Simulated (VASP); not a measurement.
A run of VASP 6.6.1 is set up as follows.

INCAR

```
SYSTEM = Li
PREC = Accurate ; ENCUT = 520
EDIFF = 1E-6 ; ISMEAR = 0
SIGMA = 0.1 ; LREAL = .False.
LASPH = .True. ; NELM = 60
ALGO = Normal ; ISIF = 2
LWAVE = .False. ; LCHARG = .False.
GGA = PE ; NBANDS = 12
```

KPOINTS

```
Automatic mesh
0
Gamma
  6 6 2
  0 0 0
```

Contents of POSCAR:

```
Li
1.0
    3.0055773000      0.0000000000      0.0000000000
   -1.5027887000      2.6029063000      0.0000000000
    0.0000000000      0.0000000000      7.7929755000
Li
3
Direct
    0.6666667000      0.3333333000      0.6769760000
    0.6666667000      0.3333333000      0.3230240000
    0.0000000000      0.0000000000      0.0000000000
```

Potentials or basis: VASP PAW PBE potentials, release 64 (Li_sv).

The run is started by

```console
$ cat potpaw_PBE.64/Li_sv/POTCAR > POTCAR
$ mpirun -np 1 vasp_std > vasp.out
```

Task: What does it give for the largest force?

Result: 0.016 eV/Å.

Task: Estimate the band gap on the k mesh.

Result: Zero (an odd number of electrons rules out a gap without spin polarisation).

Forces on the atoms (eV/Å):
```
Li   0.000  0.000  0.016
Li   0.000  0.000 -0.016
Li   0.000  0.000  0.000
```

Caveat: the k points lie up to 0.40 Å⁻¹ apart, too coarse for converged energies and pressures of a metal.
